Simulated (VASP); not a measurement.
# Tb (Fm-3m) in VASP: notebook, part 2 of 2

VASP 6.6.1. The steps go on from the part before.

## Step 3: Relaxation of cell and atoms, r2SCAN+D3(BJ), collinear spin, ferromagnetic start

This run uses another cell than the first one, of 32.00 Å³/atom, 0.991 times its volume.

The input, POSCAR:

```
Tb
1.0
    0.0000000000      2.5199650902      2.5199650902
    2.5199650902      0.0000000000      2.5199650902
    2.5199650902      2.5199650902      0.0000000000
Tb
1
Direct
    0.0000000000      0.0000000000      0.0000000000
```

The input, INCAR.step1:

```
SYSTEM = Tb
PREC     = Accurate       ! precision mode
ENCUT    = 600            ! plane-wave cutoff, eV
ISMEAR   = -1             ! smearing method
SIGMA    = 0.05           ! smearing width, eV
LREAL    = .False.        ! projectors in reciprocal space
LASPH    = .True.         ! aspherical terms in the spheres
NELM     = 150            ! most SCF steps
ISPIN    = 2              ! spin polarisation
MAGMOM   = 6              ! initial moments
LMAXMIX  = 6              ! l up to which the mixer works
GGA      = PE             ! functional
ALGO     = Normal         ! electronic algorithm
EDIFF    = 1E-4           ! SCF threshold, eV
LWAVE    = .True.         ! write WAVECAR
LCHARG   = .False.        ! write CHGCAR
```

The input, INCAR.step2:

```
SYSTEM = Tb
PREC     = Accurate       ! precision mode
ENCUT    = 600            ! plane-wave cutoff, eV
EDIFF    = 1E-7           ! SCF threshold, eV
ISMEAR   = -1             ! smearing method
SIGMA    = 0.05           ! smearing width, eV
LREAL    = .False.        ! projectors in reciprocal space
LASPH    = .True.         ! aspherical terms in the spheres
NELM     = 150            ! most SCF steps
ALGO     = Normal         ! electronic algorithm
ISIF     = 3              ! what is computed and relaxed
LWAVE    = .False.        ! write WAVECAR
LCHARG   = .False.        ! write CHGCAR
ISPIN    = 2              ! spin polarisation
MAGMOM   = 6              ! initial moments
LORBIT   = 11             ! projections on sites
LMAXMIX  = 6              ! l up to which the mixer works
METAGGA  = R2SCAN         ! meta-GGA
LMIXTAU  = .True.       
IVDW     = 12             ! dispersion correction
IBRION   = 2              ! ionic algorithm
NSW      = 60             ! ionic steps
EDIFFG   = -0.01          ! ionic threshold
VDW_S6   = 1.0          
VDW_S8   = 0.78981345   
VDW_A1   = 0.49484001   
VDW_A2   = 5.73083694   
ISTART   = 1
```

The input, KPOINTS:

```
regular mesh
0
Gamma
  9 9 9
  0 0 0
```

Potentials or basis: VASP PAW PBE potentials, release 64 (Tb).

Command:

```sh
cat potpaw_PBE.64/Tb/POTCAR > POTCAR
cp INCAR.step1 INCAR
mpirun -np 1 vasp_std > vasp.out
cp INCAR.step2 INCAR
mpirun -np 1 vasp_std > vasp.out
```

OUTCAR:

```text
SYSTEM = Tb
   PREC = Accurate
   ENCUT = 600
   EDIFF = 1E-7
   ISMEAR = -1
   LREAL = .False.
   LASPH = .True.
   NELM = 150
   ISIF = 3
   ISPIN = 2
   LORBIT = 11
   METAGGA = R2SCAN
   IVDW = 12
   IBRION = 2
   NSW = 60
   EDIFFG = -0.01
   ISTART = 1
 IVDW          = 12

 ion  position               nearest neighbor table
   1  0.000  0.000  0.000-

  LATTYP: Found a face centered cubic cell.
 ALAT       =     5.0399301804

  Lattice vectors:

 A1 = (   0.0000000000,   2.5199650902,   2.5199650902)
 A2 = (   2.5199650902,   0.0000000000,   2.5199650902)
 A3 = (   2.5199650902,   2.5199650902,   0.0000000000)

Analysis of symmetry for initial positions (statically):
=====================================================================
 Subroutine PRICEL returns:
 Original cell was already a primitive cell.

[... 264 lines left out ...]
  ---------------------------------------------------
  free energy    TOTEN  =       -38.95259190 eV

  energy without entropy =      -38.93705998  energy(sigma->0) =      -38.94482594

 E-fermi :   2.9483     XC(G=0): -10.7463

 val. band max:        2.9408374651   @ k =  -0.4444   0.2222   0.1111
 cond. band min:       2.9801735387   @ k =  -0.3333   0.3333   0.1111
 fundamental gap:      0.0393360736
 Fermi energy:         2.9483321808

 spin component 1

 k-point     1 :       0.0000    0.0000    0.0000
  band No.  band energies     occupation
      1     -45.5921      1.00000
      2     -21.1033      1.00000
      3     -21.1032      1.00000
      4     -21.1032      1.00000
      5      -2.8383      1.00000
      6      -2.8382      1.00000
[... 435 lines left out ...]
      5      -2.8439      1.00000
      6      -2.8266      1.00000
[... 8 lines left out ...]
     15       8.4237      0.00000
     16       8.5671      0.00000

 [... further k-points ...]

 spin component 2

 k-point     1 :       0.0000    0.0000    0.0000
  band No.  band energies     occupation
      1     -42.1775      1.00000
      2     -18.6228      1.00000
      3     -18.6219      1.00000
      4     -18.6219      1.00000
      5      -1.3757      1.00000
      6       1.9015      1.00000
[... 479 lines left out ...]
  FREE ENERGIE OF THE ION-ELECTRON SYSTEM (eV)
  ---------------------------------------------------
  free  energy   TOTEN  =       -39.1191638163 eV

  energy  without entropy=      -39.1036319030  energy(sigma->0) =      -39.11139786

 reached required accuracy - stopping structural energy minimisation

 total charge

# of ion       s       p       d       f       tot
--------------------------------------------------
    1        2.084   5.605   0.556   7.979  16.223

 magnetization (x)

# of ion       s       p       d       f       tot
--------------------------------------------------
    1        0.003  -0.040   0.274   5.862   6.099
```

Run time: 30 min. Hardware: 1 thread of Oxide Virtual Turin-like, shared host; peak memory 0.2 GiB.

What came out:

```yaml
Free_energy: -39.1192 eV
Relaxed_volume: 32.45 Å³/atom
Relaxed_cell: a = 3.580 Å, b = 3.580 Å, c = 3.580 Å, α = 60.00°, β = 60.00°, γ = 60.00°
Space_group_after_relaxing_to_0.05_Å: Fm-3m (No. 225)
Energy_gained_by_relaxing: 0.3 meV/atom
Ionic_steps: 3
Pressure_after_relaxing: 0.0 GPa
Net_moment: 6.83 μB per cell
Site_moments: Tb +6.10 μB
Valence_electrons_inside_the_program's_atomic_spheres: Tb 16.22
Dispersion_energy_per_atom: -0.167 eV
```

The path:
| step | energy change (eV) | largest force (eV/Å) | pressure (GPa) | volume (Å³) |
| --- | --- | --- | --- | --- |
| 1 | 0.0000 | 0.0000 | 0.27 | 32.00 |
| 2 | -0.0003 | 0.0000 | 0.10 | 32.26 |
| 3 | -0.0003 | 0.0000 | -0.03 | 32.45 |

Final structure:
```
CELL_PARAMETERS angstrom
0.00000 2.53149 2.53149
2.53149 0.00000 2.53149
2.53149 2.53149 0.00000
ATOMIC_POSITIONS crystal
Tb 0.00000 0.00000 0.00000
```

Levels at points of the mesh, in eV from the Fermi level:
Spin up:
```tsv
k point	band 9	band 10	band 11	band 12	band 13	band 14	band 15	band 16
(0.00, 0.00, 0.00)	-5.70	-5.70	-5.70	-4.66	1.48	1.48	1.48	3.82
```
Spin down:
```tsv
k point	band 4	band 5	band 6	band 7	band 8	band 9
(0.00, 0.00, 0.00)	-21.57	-4.32	-1.05	0.34	0.34	0.34
```

Caveat: the magnetic or orbital state may not be the lowest; the PAW data sets were made with another functional, which shifts forces and pressure a little; spin-orbit coupling is left out, which moves the levels of the heavy elements; pairwise dispersion overbinds metals, which lowers pressure and volume. The state reached can hang on the start; a lower one may exist.
